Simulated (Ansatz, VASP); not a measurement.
# C: VASP beside Ansatz

```xyz
2
Lattice="0.0000 1.8522 1.6818 1.8522 0.0000 1.6818 1.8522 1.8522 0.0000" Properties=species:S:1:pos:R:3 pbc="T T T"
C     1.8522    1.8522    1.6818
C     2.7784    2.7784    2.5227
```

Alike in both runs: task single point; functional LDA; k mesh 12 × 12 × 12; occupations gaussian, width 0.05 eV; no spin polarisation.

|  | VASP | Ansatz |
| --- | --- | --- |
| version | VASP 6.6.1 | Ansatz 0.2.0 |
| potentials or method | VASP PAW LDA potentials, release 64 (C_h), cutoff 1300 eV | scalar-relativistic, plane waves, PAW |
| valence electrons in the cell | 8 | 8 |

VASP gave:

```
gap on the k mesh at the Fermi level (eV)                     : 1.77
least direct gap on the mesh (eV)                             : 3.95
pressure (GPa)                                                : -19.1
traceless stress, the component that is largest in VASP (GPa) : 52.61
```

Problem. What did Ansatz give for the same quantities?

Solution. gap on the k mesh at the Fermi level (eV): 1.78; least direct gap on the mesh (eV): 3.95; pressure (GPa): -19.9; traceless stress, the component that is largest in VASP (GPa): 52.66.

Ansatz warns that its potentials were made for another functional, while VASP's fit it. LDA's correlation is that of Perdew and Zunger in VASP and of Perdew and Wang (1992) in Ansatz.
